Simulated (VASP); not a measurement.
AlIr, 2 atoms in the cell. It takes space group Pm-3m (No. 221, cubic). Conventional cell: a = 2.995 Å, b = 2.995 Å, c = 2.995 Å, α = 90.00°, β = 90.00°, γ = 90.00°. Within 3.4 Å of Al (site symmetry m-3m) lie 8 Ir at 2.59 Å and 6 Al at 2.99 Å. Within 3.4 Å of Ir (site symmetry m-3m) lie 8 Al at 2.59 Å and 6 Ir at 2.99 Å. 

| Quantity | Value |
| --- | --- |
| Program | VASP 6.6.1 |
| Task | single point |
| Functional | PBEsol |
| Potentials or basis | VASP PAW PBE potentials, release 64 (Al, Ir) |
| Cutoff | 500 eV |
| k mesh | 7 × 7 × 7 |
| Occupations | methfessel-paxton, width 0.1 eV |
| Spin | no spin polarisation |
| Dipole correction | no |
| Further INCAR settings | ALGO = Normal; EDIFF = 1e-06; NBANDS = 13 |

Potentials or basis: VASP PAW PBE potentials, release 64 (Al, Ir).

Run with:

```sh
$ cat potpaw_PBE.64/Al/POTCAR potpaw_PBE.64/Ir/POTCAR > POTCAR
$ mpirun -np 1 vasp_std > vasp.out
```

Hardware: 1 thread of AMD EPYC 9R45 96-Core Processor (Zen 5), with other jobs on the host.

Question: How long does it take, and how much memory?

Answer: Wall time 4.2 s on 1 thread of AMD EPYC 9R45 96-Core Processor (Zen 5) (shared host), peak memory 0.11 GiB. Counts: scf iterations 11, k points 20.
